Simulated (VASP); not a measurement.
# ZrC (P4/nmm) in VASP: a series of runs

The runs below take ZrC through single point, with PBE.

Program: VASP 6.6.1. These are calculated values, not measurements. Logs are shortened: lines on timing, memory, paths and dates and some standing lists are left out, and cuts for length are marked.

## Step 1: The cell of the first run

Symmetry: P4/nmm, No. 129, tetragonal system. Conventional cell: a = 4.243 Å, b = 4.243 Å, c = 3.112 Å, α = 90.00°, β = 90.00°, γ = 90.00°. Within 3.5 Å of Zr (site symmetry 4mm) lie 8 C at 2.24 to 3.20 Å and 10 Zr at 3.11 to 3.44 Å. Within 3.3 Å of C (site symmetry -4m2) lie 8 Zr at 2.24 to 3.20 Å and 6 C at 3.00 to 3.11 Å.

## Step 2: Single point, PBE

File INCAR:

```
SYSTEM = ZrC
  ALGO = Normal
  EDIFF = 1E-6
  ENCUT = 520
  GGA = PE
  ISIF = 2
  ISMEAR = 0
  LASPH = .TRUE.
  LCHARG = .TRUE.
  LELF = .TRUE.
  LREAL = .FALSE.
  LVHAR = .TRUE.
  LWAVE = .FALSE.
  NBANDS = 24
  NELM = 80
  PREC = Accurate
  SIGMA = 0.05
```

File KPOINTS:

```
k-points
0
G
  8 8 12
  0 0 0
```

File POSCAR:

```
ZrC
1.0
    4.2425692316      0.0000000000      0.0000000000
    0.0000000000      4.2425692316      0.0000000000
    0.0000000000      0.0000000000      3.1123587551
Zr C
2 2
Direct
    0.5000000000      0.0000000000      0.2282707802
    0.0000000000      0.5000000000      0.7717292198
    0.0000000000      0.0000000000      0.0000000000
    0.5000000000      0.5000000000      0.0000000000
```

Potentials or basis: VASP PAW PBE potentials, release 64 (Zr_sv, C).

Run with:

```bash
$ cat potpaw_PBE.64/Zr_sv/POTCAR potpaw_PBE.64/C/POTCAR > POTCAR
$ mpirun -np 1 vasp_std > vasp.out
```

OUTCAR:

```text
SYSTEM = ZrC
   EDIFF = 1E-6
   ENCUT = 520
   GGA = PE
   ISIF = 2
   ISMEAR = 0
   LASPH = .TRUE.
   LREAL = .FALSE.
   NELM = 80
   PREC = Accurate

 ion  position               nearest neighbor table
   1  0.500  0.000  0.228-   3 2.24   4 2.24   4 2.24   3 2.24   2 3.32   2 3.32   2 3.32   2 3.32
                             2 3.44   2 3.44   2 3.44   2 3.44
   2  0.000  0.500  0.772-   3 2.24   4 2.24   3 2.24   4 2.24   1 3.32   1 3.32   1 3.32   1 3.32
                             1 3.44   1 3.44   1 3.44   1 3.44
   3  0.000  0.000  0.000-   1 2.24   2 2.24   2 2.24   1 2.24
   4  0.500  0.500  0.000-   1 2.24   2 2.24   1 2.24   2 2.24

  LATTYP: Found a simple tetragonal cell.
 ALAT       =     4.2425692316
 C/A-ratio  =     0.7336023492

  Lattice vectors:

 A1 = (   4.2425692316,   0.0000000000,   0.0000000000)
 A2 = (   0.0000000000,   4.2425692316,   0.0000000000)
 A3 = (   0.0000000000,   0.0000000000,   3.1123587551)

Analysis of symmetry for initial positions (statically):
=====================================================================
 Subroutine PRICEL returns:
 Original cell was already a primitive cell.

 Routine SETGRP: Setting up the symmetry group for a
 simple tetragonal supercell.

 Subroutine GETGRP returns: Found 16 space group operations
 (whereof  8 operations were pure point group operations)
 out of a pool of 16 trial point group operations.

The static configuration has the point symmetry D_2d.
 The point group associated with its full space group is D_4h.

Analysis of symmetry for dynamics (positions and initial velocities):
=====================================================================
 Subroutine PRICEL returns:
 Original cell was already a primitive cell.

 Routine SETGRP: Setting up the symmetry group for a
 simple tetragonal supercell.

 Subroutine GETGRP returns: Found 16 space group operations
 (whereof  8 operations were pure point group operations)
 out of a pool of 16 trial point group operations.

The dynamic configuration has the point symmetry D_2d.
 The point group associated with its full space group is D_4h.

 Subroutine INISYM returns: Found 16 space group operations
 (whereof  8 operations are pure point group operations),
 and found     1 'primitive' translations

----------------------------------------------------------------------------------------

                                     Primitive cell

  volume of cell :      56.0206

  direct lattice vectors                    reciprocal lattice vectors
     4.242569232  0.000000000  0.000000000     0.235706230  0.000000000  0.000000000
     0.000000000  4.242569232  0.000000000     0.000000000  0.235706230  0.000000000
     0.000000000  0.000000000  3.112358755     0.000000000  0.000000000  0.321299721

  length of vectors
     4.242569232  4.242569232  3.112358755     0.235706230  0.235706230  0.321299721

  position of ions in fractional coordinates (direct lattice)
     0.500000000  0.000000000  0.228270780
     0.000000000  0.500000000  0.771729220
     0.000000000  0.000000000  0.000000000
     0.500000000  0.500000000  0.000000000

  ion indices of the primitive-cell ions
   primitive index   ion index
                 1           1
                 2           2
                 3           3
                 4           4

----------------------------------------------------------------------------------------

 KPOINTS: k-points

Automatic generation of k-mesh.
 Grid dimensions read from file:
 generate k-points for:    8    8   12

 Generating k-lattice:

  Cartesian coordinates                     Fractional coordinates (reciprocal lattice)
     0.029463279  0.000000000  0.000000000     0.125000000  0.000000000  0.000000000
     0.000000000  0.029463279  0.000000000     0.000000000  0.125000000  0.000000000
     0.000000000  0.000000000  0.026774977     0.000000000  0.000000000  0.083333333

  Length of vectors
     0.029463279  0.029463279  0.026774977

  Shift w.r.t. Gamma in fractional coordinates (k-lattice)
     0.000000000  0.000000000  0.000000000

 Subroutine IBZKPT returns following result:
 ===========================================

 Found    105 irreducible k-points:

 Following reciprocal coordinates:
            Coordinates               Weight
  0.000000  0.000000  0.000000      1.000000
  0.125000  0.000000  0.000000      4.000000
  0.250000  0.000000  0.000000      4.000000
  0.375000  0.000000  0.000000      4.000000
  0.500000  0.000000  0.000000      2.000000
  0.125000  0.125000  0.000000      4.000000
[... 16 lines left out ...]
  0.375000  0.125000  0.083333     16.000000
  0.500000  0.125000  0.083333      8.000000
 [... further k-points ...]
   k-points           NKPTS =    105   k-points in BZ     NKDIM =    105   number of bands    NBANDS=     24
   number of dos      NEDOS =    301   number of ions     NIONS =      4
   total plane-waves  NPLWV =  24576
   dimension x,y,z NGX =    32 NGY =   32 NGZ =   24
   dimension x,y,z NGXF=    64 NGYF=   64 NGZF=   48
   ions per type =               2   2
   NGX,Y,Z   is equivalent  to a cutoff of  12.54, 12.54, 12.82 a.u.
   NGXF,Y,Z  is equivalent  to a cutoff of  25.08, 25.08, 25.64 a.u.
 SYSTEM =  ZrC
   PREC   = accura    normal or accurate (medium, high low for compatibility)
   ISTART =      0    job   : 0-new  1-cont  2-samecut
   ICHARG =      2    charge: 1-file 2-atom 10-const
   ISPIN  =      1    spin polarized calculation?
   LNONCOLLINEAR =      F non collinear calculations
   LSORBIT =      F    spin-orbit coupling
   LASPH  =      T    aspherical Exc in radial PAW
   ENCUT  =  520.0 eV  38.22 Ry    6.18 a.u.   7.89  7.89  5.79*2*pi/ulx,y,z
   NELM   =     80;   NELMIN=  2; NELMDL= -5     # of ELM steps
   EDIFF  = 0.1E-05   stopping-criterion for ELM
   LREAL  =      F    real-space projection
   EDIFFG = 0.1E-04   stopping-criterion for IOM
   NSW    =      0    number of steps for IOM
   IBRION =     -1    ionic relax: 0-MD 1-quasi-New 2-CG
   NFREE  =      0    steps in history (QN), initial steepest desc. (CG)
   ISIF   =      2    stress and relaxation
   ISYM   =      2    0-nonsym 1-usesym 2-fastsym
   POTIM  = 0.5000    time-step for ionic-motion
   TEBEG  =    0.0;   TEEND  =   0.0 temperature during run
   PSTRESS=    0.0 pullay stress
   NELECT =      32.0000    total number of electrons
   NUPDOWN=      -1.0000    fix difference up-down
   EMIN   =  10.00;   EMAX   =-10.00  energy-range for DOS
   EFERMI =   0.00;   METHOD = LEGACY
   ISMEAR =     0;   SIGMA  =   0.05  broadening in eV -4-tet -1-fermi 0-gaus
   EFERMI_NEDOS =   21; number of points for ismear=-14 and -15
   IALGO  =     38    algorithm
   IMIX   =      4    mixing-type and parameters
     AMIX     =   0.40;   BMIX     =  1.00
     AMIX_MAG =   1.60;   BMIX_MAG =  1.00
  volume/ion in A,a.u.               =      14.01        94.51
  Fermi-wavevector in a.u.,A,eV,Ry     =   1.358342  2.566893 25.103997  1.845092
  Thomas-Fermi vector in A             =   2.485183
   LORBIT       =      0    0 simple, 1 ext, 2 COOP (PROOUT), +10 PAW based schemes
   GGA     = PE    functional components
   LHFCALC =     F    Hartree Fock is set to
   AEXX    =    0.0000 exact exchange contribution
   IVDW    =     0    specifies the selected vdW correction
   LEPSILON=     F    determine dielectric tensor
   LRPA    =     F    only Hartree local field effects (RPA)
 non-spin polarized calculation
 Gauss-broadening in eV      SIGMA  =   0.05
  energy-cutoff  :      520.00
  volume of cell :       56.02
 maximum number of plane-waves:      1538
 NGX is ok and might be reduce to    32
   NGX = 15   NGY = 15   NGZ = 11

 number of electron      32.0000000 magnetization

 Free energy of the ion-electron system (eV)
  ---------------------------------------------------
  ext. energy  EPLUGINS =         0.00000000
  ---------------------------------------------------
  free energy    TOTEN  =       -36.04086479 eV

  energy without entropy =      -36.04041644  energy(sigma->0) =      -36.04064062

 E-fermi :   9.4056     XC(G=0): -11.6758

 val. band max:        9.3715156749   @ k =   0.2500   0.2500   0.2500
 cond. band min:       9.4796501608   @ k =   0.5000   0.3750   0.1667
 fundamental gap:      0.1081344859
 Fermi energy:         9.4056411665

 k-point     1 :       0.0000    0.0000    0.0000
  band No.  band energies     occupation
      1     -39.3985      2.00000
      2     -39.2858      2.00000
      3     -17.6955      2.00000
      4     -17.6955      2.00000
      5     -17.2894      2.00000
      6     -17.2153      2.00000
[... 16 lines left out ...]
     23      14.5859      0.00000
     24      14.5859      0.00000

 k-point     2 :       0.1250    0.0000    0.0000
  band No.  band energies     occupation
      1     -39.3941      2.00000
      2     -39.2900      2.00000
      3     -17.6883      2.00000
      4     -17.6774      2.00000
      5     -17.2943      2.00000
      6     -17.2337      2.00000
[... 16 lines left out ...]
     23      14.4989      0.00000
     24      14.5505      0.00000

 k-point     3 :       0.2500    0.0000    0.0000
  band No.  band energies     occupation
      1     -39.3815      2.00000
      2     -39.3017      2.00000
      3     -17.6636      2.00000
      4     -17.6258      2.00000
      5     -17.3470      2.00000
      6     -17.2862      2.00000
[... 16 lines left out ...]
     23      14.5131      0.00000
     24      14.8826      0.00000
[... 514 lines left out ...]
 k-point    23 :       0.3750    0.1250    0.0833
  band No.  band energies     occupation
      1     -39.3558      2.00000
      2     -39.3171      2.00000
      3     -17.6978      2.00000
      4     -17.5477      2.00000
      5     -17.4536      2.00000
      6     -17.2959      2.00000
[... 16 lines left out ...]
     23      14.1814      0.00000
     24      14.7515      0.00000

 k-point    24 :       0.5000    0.1250    0.0833
  band No.  band energies     occupation
      1     -39.3362      2.00000
      2     -39.3362      2.00000
      3     -17.6385      2.00000
      4     -17.6385      2.00000
      5     -17.3676      2.00000
      6     -17.3676      2.00000
[... 16 lines left out ...]
     23      14.4962      0.00000
     24      14.4962      0.00000

 [... further k-points ...]

------------------------ aborting loop because EDIFF is reached ----------------------------------------

  FORCE on cell =-STRESS in cart. coord.  units (eV):
  Direction    XX          YY          ZZ          XY          YZ          ZX
  --------------------------------------------------------------------------------------
  -------------------------------------------------------------------------------------
  Total        0.0794482      0.0794482      0.0292038      0.0000000      0.0000000     -0.0000000
  in kB        2.2722032      2.2722032      0.8352230      0.0000000      0.0000000     -0.0000000
  external PRESSURE =       1.7932098 kB  Pullay stress =       0.0000000 kB

 VOLUME and BASIS-vectors are now :
 -----------------------------------------------------------------------------
  energy-cutoff  :      520.00
  volume of cell :       56.02
      direct lattice vectors                 reciprocal lattice vectors
     4.242569232  0.000000000  0.000000000     0.235706230  0.000000000  0.000000000
     0.000000000  4.242569232  0.000000000     0.000000000  0.235706230  0.000000000
     0.000000000  0.000000000  3.112358755     0.000000000  0.000000000  0.321299721

 POSITION                                       TOTAL-FORCE (eV/Angst)
 -----------------------------------------------------------------------------------
      2.12128      0.00000      0.71046        -0.000000     -0.000000      0.019195
      0.00000      2.12128      2.40190         0.000000     -0.000000     -0.019195
      0.00000      0.00000      0.00000         0.000000      0.000000      0.000000
      2.12128      2.12128      0.00000         0.000000     -0.000000      0.000000
 -----------------------------------------------------------------------------------
    total drift:                                0.000000      0.000000      0.000000

  FREE ENERGIE OF THE ION-ELECTRON SYSTEM (eV)
  ---------------------------------------------------
  free  energy   TOTEN  =       -36.0408647909 eV

  energy  without entropy=      -36.0404164444  energy(sigma->0) =      -36.04064062
```

It took 2 min on 1 thread of Intel Xeon 8259CL, shared host; peak memory 0.25 GiB.

What came out:

```
Free energy            : -36.0409 eV
Pressure               : 0.2 GPa
Largest force          : 0.019 eV/Å
Band gap on the k mesh : zero (bands 16 and 17 overlap by 0.92 eV)
```

Forces on the atoms (eV/Å):
```
Zr   0.000  0.000  0.019
Zr   0.000  0.000 -0.019
C    0.000  0.000  0.000
C    0.000  0.000  0.000
```

Levels at points of the mesh, in eV from the Fermi level:
| k point | band 12 | band 13 | band 14 | band 15 | band 16 | band 17 | band 18 | band 19 | band 20 | band 21 |
| --- | --- | --- | --- | --- | --- | --- | --- | --- | --- | --- |
| (0.00, 0.00, 0.00) | -2.56 | -2.56 | -1.06 | -0.59 | -0.52 | -0.08 | -0.08 | 2.62 | 2.62 | 3.31 |
| (0.50, 0.00, 0.00) | -3.77 | -2.63 | -2.63 | -1.78 | -1.78 | 1.27 | 1.27 | 2.27 | 2.27 | 2.42 |
| (0.50, 0.50, 0.00) | -5.57 | -2.66 | -2.66 | -0.86 | -0.86 | 0.65 | 0.65 | 1.08 | 1.08 | 4.58 |
| (0.00, 0.00, 0.50) | -3.88 | -3.68 | -3.68 | -2.11 | -2.11 | 0.91 | 2.27 | 3.26 | 3.26 | 6.02 |
| (0.50, 0.00, 0.50) | -3.98 | -3.73 | -3.73 | -2.61 | -2.61 | 2.60 | 2.60 | 3.64 | 3.64 | 4.36 |
| (0.50, 0.50, 0.50) | -4.09 | -3.86 | -3.86 | -2.06 | -2.06 | 1.14 | 1.14 | 2.99 | 2.99 | 3.17 |

## Step 3: Single point, PBE

This run uses another cell than the first one, of 14.07 Å³/atom.

File INCAR:

```
PREC = Accurate
ENCUT = 520
EDIFF = 1E-6
ISMEAR = 0
SIGMA = 0.05
LREAL = F
LASPH = T
NELM = 60
ALGO = Normal
ISIF = 2
LWAVE = F
LCHARG = F
GGA = PE
NBANDS = 24
```

File KPOINTS:

```
Automatic mesh
0
Gamma
  10 10 8
```

File POSCAR:

```
ZrC
1.0
    4.2482776331      0.0000000000      0.0000000000
    0.0000000000      4.2482776331      0.0000000000
    0.0000000000      0.0000000000      3.1189364603
Zr C
2 2
Direct
    0.5000000000      0.0000000000      0.2241488861
    0.0000000000      0.5000000000      0.7758511139
    0.0000000000      0.0000000000      0.0000000000
    0.5000000000      0.5000000000      0.0000000000
```

Potentials or basis: VASP PAW PBE potentials, release 64 (Zr_sv, C).

Run with:

```bash
$ cat potpaw_PBE.64/Zr_sv/POTCAR potpaw_PBE.64/C/POTCAR > POTCAR
$ mpirun -np 1 vasp_std > vasp.out
```

Wall time 2.4 min (1 thread of Intel Xeon 8259CL, shared host); peak memory 0.25 GiB.

The run converged. Its results:

- Free energy: -36.0388 eV
- Pressure: 0.2 GPa
- Largest force: 0.018 eV/Å
- Band gap on the k mesh: zero (bands 16 and 17 overlap by 0.66 eV)

Forces in eV/Å, atoms in the order of the input:
```
Zr   0.000  0.000  0.018
Zr   0.000  0.000 -0.018
C    0.000  0.000  0.000
C    0.000  0.000  0.000
```

Stress tensor (GPa, compression positive):
```
0.23 0.00 0.00
0.00 0.23 0.00
0.00 0.00 0.09
```

Levels at points of the mesh, in eV from the Fermi level:
| k point | band 13 | band 14 | band 15 | band 16 | band 17 | band 18 | band 19 | band 20 |
| --- | --- | --- | --- | --- | --- | --- | --- | --- |
| (0.00, 0.00, 0.00) | -2.39 | -0.89 | -0.47 | -0.38 | 0.06 | 0.06 | 2.78 | 2.78 |
| (0.50, 0.00, 0.00) | -2.48 | -2.48 | -1.65 | -1.65 | 1.43 | 1.43 | 2.47 | 2.47 |
| (0.50, 0.50, 0.00) | -2.53 | -2.53 | -0.72 | -0.72 | 0.77 | 0.77 | 1.25 | 1.25 |
| (0.00, 0.00, 0.50) | -3.46 | -3.46 | -1.94 | -1.94 | 1.00 | 2.52 | 3.35 | 3.35 |
| (0.50, 0.00, 0.50) | -3.54 | -3.54 | -2.49 | -2.49 | 2.77 | 2.77 | 3.81 | 3.81 |
| (0.50, 0.50, 0.50) | -3.73 | -3.73 | -1.96 | -1.96 | 1.33 | 1.33 | 3.19 | 3.19 |

(Continued in part 2 of 2.)
